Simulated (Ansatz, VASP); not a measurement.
# One calculation of C, two programs

Contents of INCAR:

```
SYSTEM = C
ALGO = Normal
EDIFF = 1E-7
ENCUT = 520
GGA = PE
ISIF = 2
ISMEAR = 0
LASPH = .True.
LCHARG = .False.
LREAL = .False.
LWAVE = .False.
NBANDS = 36
NELM = 100
PREC = Accurate
SIGMA = 0.05
```

The input KPOINTS:

```
k-points
0
Gamma
  12 12 2
  0 0 0
```

Contents of POSCAR:

```
C
1.0
    2.6088000000      0.0000000000      0.0000000000
   -1.3044000000      2.2592870734      0.0000000000
    0.0000000000      0.0000000000     13.0506000000
C
12
Direct
    0.0000000000      0.0000000000      0.1868593266
    0.0000000000      0.0000000000      0.6868593266
    0.0000000000      0.0000000000      0.3131406734
    0.0000000000      0.0000000000      0.8131406734
    0.3333333333      0.6666666667      0.5207665411
    0.6666666667      0.3333333333      0.0207665411
    0.3333333333      0.6666666667      0.9792334589
    0.6666666667      0.3333333333      0.4792334589
    0.3333333333      0.6666666667      0.6450950823
    0.6666666667      0.3333333333      0.1450950823
    0.3333333333      0.6666666667      0.8549049177
    0.6666666667      0.3333333333      0.3549049177
```

Input for Ansatz:

```yaml
crystal:
  lattice:
    - [2.6088, 0.0, 0.0]
    - [-1.3044, 2.2592870734, 0.0]
    - [0.0, 0.0, 13.0506]
  atoms:
    - { symbol: C, position: [0.0, 0.0, 0.1868593266] }
    - { symbol: C, position: [0.0, 0.0, 0.6868593266] }
    - { symbol: C, position: [0.0, 0.0, 0.3131406734] }
    - { symbol: C, position: [0.0, 0.0, 0.8131406734] }
    - { symbol: C, position: [0.3333333333, 0.6666666667, 0.5207665411] }
    - { symbol: C, position: [0.6666666667, 0.3333333333, 0.0207665411] }
    - { symbol: C, position: [0.3333333333, 0.6666666667, 0.9792334589] }
    - { symbol: C, position: [0.6666666667, 0.3333333333, 0.4792334589] }
    - { symbol: C, position: [0.3333333333, 0.6666666667, 0.6450950823] }
    - { symbol: C, position: [0.6666666667, 0.3333333333, 0.1450950823] }
    - { symbol: C, position: [0.3333333333, 0.6666666667, 0.8549049177] }
    - { symbol: C, position: [0.6666666667, 0.3333333333, 0.3549049177] }
basis:
  ecutwfc: 520.0
kpoints:
  mp_grid: { grid: [12, 12, 2] }
hamiltonian:
  xc: pbe
  pseudopotentials: { kind: paw, azcp: { folder: soft_1 } }
scf:
  occupations: { method: gaussian, width: 0.05 }
output:
  forces: true
  stress: true
  eigenvalues: true
```

Alike in both runs: task single point; functional PBE; k mesh 12 × 12 × 2; occupations gaussian, width 0.05 eV; no spin polarisation.

|  | VASP | Ansatz |
| --- | --- | --- |
| version | VASP 6.6.1 | Ansatz 0.2.0 |
| potentials or method | VASP PAW PBE potentials, release 64 (C), cutoff 520 eV | scalar-relativistic, plane waves, PAW |
| valence electrons in the cell | 48 | 48 |

Ansatz gave:

| Item | Value |
| --- | --- |
| gap on the k mesh at the Fermi level (eV) | 4.17 |
| least direct gap on the mesh (eV) | 4.88 |
| rms of the force components (eV/Å) | 0.065 |

Problem. Estimate VASP's values.

Solution. gap on the k mesh at the Fermi level (eV): 4.17; least direct gap on the mesh (eV): 4.88; rms of the force components (eV/Å): 0.062.

Atom by atom the forces differ by 0.002 eV/Å (rms over components). With one functional, cell and mesh, what is left measures potentials, basis and numerics.
